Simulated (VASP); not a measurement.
GaN (CsCl type), 2 atoms in the cell. The structure is cubic, space group Pm-3m (No. 221). The conventional cell has a = 2.377 Å, b = 2.377 Å, c = 2.377 Å, α = 90.00°, β = 90.00°, γ = 90.00°. Within 2.7 Å of Ga (site symmetry m-3m) lie 8 N at 2.06 Å and 6 Ga at 2.38 Å. N (site symmetry m-3m) has 8 Ga at 2.06 Å and 6 N at 2.38 Å within 2.7 Å. 

| Quantity | Value |
| --- | --- |
| Program | VASP 6.6.1 |
| Task | single point |
| Functional | PBE |
| Potentials or basis | VASP PAW PBE potentials, release 64 (Ga_d, N) |
| Cutoff | 520 eV |
| k mesh | 16 × 16 × 16 |
| Occupations | fermi-dirac, width 0.1 eV |
| Spin | no spin polarisation |
| Dipole correction | no |
| Further INCAR settings | ALGO = Normal; EDIFF = 1e-07; NBANDS = 16 |

Potentials or basis: VASP PAW PBE potentials, release 64 (Ga_d, N).

Command:

```bash
$ cat potpaw_PBE.64/Ga_d/POTCAR potpaw_PBE.64/N/POTCAR > POTCAR
$ mpirun -np 1 vasp_std > vasp.out
```

Hardware: 1 thread of AMD EPYC 9R45 96-Core Processor (Zen 5), on a shared host.

How long does it take, and how much memory?

Wall time 16 s on 1 thread of AMD EPYC 9R45 96-Core Processor (Zen 5) (shared host), peak memory 0.11 GiB. Counts: scf iterations 14, k points 165.
